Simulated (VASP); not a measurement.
Crystal: ZrSe2.

```
CELL_PARAMETERS angstrom
-1.89900 -3.28916 0.00000
-1.89900 3.28916 0.00000
0.00000 0.00000 -6.19200
ATOMIC_POSITIONS crystal
Zr 0.00000 0.00000 0.00000
Se 0.33333 0.66667 0.25000
Se 0.66667 0.33333 0.75000
```

| Quantity | Value |
| --- | --- |
| Program | VASP 6.6.1 |
| Task | relaxation of cell and atoms |
| Functional | r2SCAN |
| Potentials or basis | VASP PAW PBE potentials, release 64 (Zr_sv, Se) |
| Cutoff | 550 eV |
| k mesh | 12 × 12 × 6 |
| Occupations | gaussian, width 0.02 eV |
| Spin | no spin polarisation |

At the start: pressure 1.4 GPa; volume 25.78 Å³/atom.

Task: How do energy, volume and symmetry change on relaxing?

Result: Over 13 steps the energy falls by 3.7 meV/atom and the volume is 26.87 Å³/atom (+4.2 %); space group P-3m1 (No. 164, to 0.1 Å) before and after.

The path:
| step | energy change (eV) | largest force (eV/Å) | pressure (GPa) | volume (Å³) |
| --- | --- | --- | --- | --- |
| 1 | 0.0000 | 0.1591 | 1.43 | 77.35 |
| 2 | 0.0020 | 0.3010 | -1.56 | 79.96 |
| 3 | -0.0061 | 0.0592 | -0.01 | 78.55 |
| 4 | -0.0070 | 0.0644 | 0.02 | 78.64 |
| 5 | -0.0083 | 0.0819 | 0.11 | 78.90 |
| 6 | -0.0091 | 0.0647 | 0.09 | 79.17 |
| 7 | -0.0107 | 0.0135 | 0.05 | 79.96 |
| 8 | -0.0094 | 0.0863 | 0.02 | 81.55 |
| 9 | -0.0109 | 0.0186 | 0.05 | 80.42 |
| 10 | -0.0109 | 0.0232 | -0.19 | 80.81 |
| 11 | -0.0110 | 0.0040 | -0.08 | 80.63 |
| 12 | -0.0110 | 0.0032 | 0.06 | 80.60 |
| 13 | -0.0110 | 0.0006 | 0.01 | 80.62 |

Final structure:
```
Zr Se
1.0
    -1.90474   -3.29910    0.00000
    -1.90474    3.29910    0.00000
     0.00000    0.00000   -6.41445
Zr Se
1 2
Direct
  0.00000 0.00000 0.00000
  0.33333 0.66667 0.24362
  0.66667 0.33333 0.75638
```

Caveat: the PAW data sets were made with another functional, which shifts forces and pressure a little.
